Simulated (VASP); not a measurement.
**Ir: single point with PBE**

System: Ir, a slab with vacuum.

```
Ir
1.0
     5.47394    0.00000    0.00000
    -2.73697    4.74057    0.00000
     0.00000    0.00000   22.46945
Ir
12
Cartesian
  1.3685 0.7901 8.0000
  0.0000 3.1604 8.0000
  4.1055 0.7901 8.0000
  2.7370 3.1604 8.0000
  2.7370 1.5795 10.1755
  1.3690 3.9516 10.1710
  0.0000 1.5803 10.1777
  -1.3688 3.9516 10.1710
  -1.3694 2.3720 12.3481
  0.0001 -0.0034 12.3545
  1.3696 2.3720 12.3481
  2.7370 0.0016 12.3459
```

```json
{"Program": "VASP 6.6.1", "Task": "single point", "Functional": "PBE", "Potentials or basis": "VASP PAW PBE potentials, release 64 (Ir)", "Cutoff": "520 eV", "k mesh": "4 × 4 × 1", "Occupations": "gaussian, width 0.1 eV", "Spin": "no spin polarisation"}
```

The largest force is 0.062 eV/Å and the band gap on the k mesh is zero (bands 54 and 55 overlap by 1.11 eV).

Forces in eV/Å, atoms in the order of the input:
```
Ir  -0.008  0.009 -0.037
Ir   0.000 -0.010 -0.032
Ir   0.008  0.009 -0.037
Ir   0.000 -0.004 -0.052
Ir   0.000  0.023 -0.017
Ir   0.001 -0.017  0.043
Ir   0.000  0.005 -0.016
Ir  -0.001 -0.017  0.043
Ir   0.014 -0.011  0.042
Ir   0.000  0.035 -0.040
Ir  -0.014 -0.011  0.043
Ir   0.000 -0.013  0.061
```

Levels at points of the mesh, in eV from the Fermi level:
```
           k point  band 50  band 51  band 52  band 53  band 54  band 55  band 56  band 57  band 58  band 59
(0.00, 0.00, 0.00)     0.34     0.47     0.47     0.48     0.65     0.65     0.90     0.90     0.90     0.92
(0.50, 0.00, 0.00)    -1.18    -0.99    -0.98    -0.48    -0.48    -0.46    -0.45    -0.35    -0.35     0.38
(0.00, 0.50, 0.00)    -1.18    -0.99    -0.97    -0.48    -0.48    -0.45    -0.45    -0.35    -0.35     0.38
(0.50, 0.50, 0.00)    -1.18    -0.99    -0.98    -0.48    -0.48    -0.46    -0.45    -0.35    -0.35     0.38
```

Wall time 21 min on 1 thread of Intel(R) Xeon(R) Platinum 8488C (Sapphire Rapids), with other jobs on the host, peak memory 0.72 GiB.

Caveat: spin-orbit coupling is left out, which moves the levels of the heavy elements.
